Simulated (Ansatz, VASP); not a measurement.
# One calculation of Sb, two programs

The input INCAR:

```
  PREC = Accurate
  ENCUT = 520
  EDIFF = 1E-6
  ISMEAR = 0
  SIGMA = 0.1
  LREAL = F
  LASPH = T
  NELM = 100
  ALGO = Normal
  ISIF = 2
  LWAVE = F
  LCHARG = T
  GGA = CA
  LELF = T
  LVHAR = T
  NBANDS = 12
```

Contents of KPOINTS:

```
Automatic mesh
0
Gamma
  6 6 6
```

POSCAR

```
Sb
1.0
    2.1770673200      1.2569304100      3.8298803200
   -2.1770673200      1.2569304100      3.8298803200
    0.0000000000     -2.5138608100      3.8298803200
Sb
2
Direct
    0.2682562500      0.2682562500      0.2682562500
    0.7317437500      0.7317437500      0.7317437500
```

Input for Ansatz:

```yaml
crystal:
  lattice:
    - [2.17706732, 1.25693041, 3.82988032]
    - [-2.17706732, 1.25693041, 3.82988032]
    - [0.0, -2.51386081, 3.82988032]
  atoms:
    - { symbol: Sb, position: [0.26825625, 0.26825625, 0.26825625] }
    - { symbol: Sb, position: [0.73174375, 0.73174375, 0.73174375] }
basis:
  ecutwfc: 420
kpoints:
  mp_grid: { grid: [6, 6, 6] }
hamiltonian:
  xc: lda
scf:
  occupations: { method: gaussian, width: 0.1 }
output:
  forces: true
  stress: true
  eigenvalues: true
```

Alike in both runs: task single point; functional LDA; k mesh 6 × 6 × 6; occupations gaussian, width 0.1 eV; no spin polarisation.

|  | VASP | Ansatz |
| --- | --- | --- |
| version | VASP 6.6.1 | Ansatz 0.2.0 |
| potentials or method | VASP PAW LDA potentials, release 64 (Sb), cutoff 520 eV | scalar-relativistic, plane waves, PAW |
| valence electrons in the cell | 10 | 30 |

|  | VASP | Ansatz | Ansatz less VASP |
| --- | --- | --- | --- |
| gap on the k mesh at the Fermi level (eV) | none | none | - |
| pressure (GPa) | -2.4 | -2.6 | -0.23 |
| traceless stress, the component that is largest in VASP (GPa) | 0.02 | 0.08 | +0.065 |
| rms of the force components (eV/Å) | 0.011 | 0.047 | +0.0357 |

LDA's correlation is that of Perdew and Zunger in VASP and of Perdew and Wang (1992) in Ansatz. Atom by atom the forces differ by 0.036 eV/Å (rms over components). A gap of «none» marks a metal or a gap that the smearing closes. VASP's potentials hold 10 valence electrons a cell and Ansatz's 30, so a difference there can come from the potentials and not from the codes.

Neither program's run includes spin-orbit coupling.
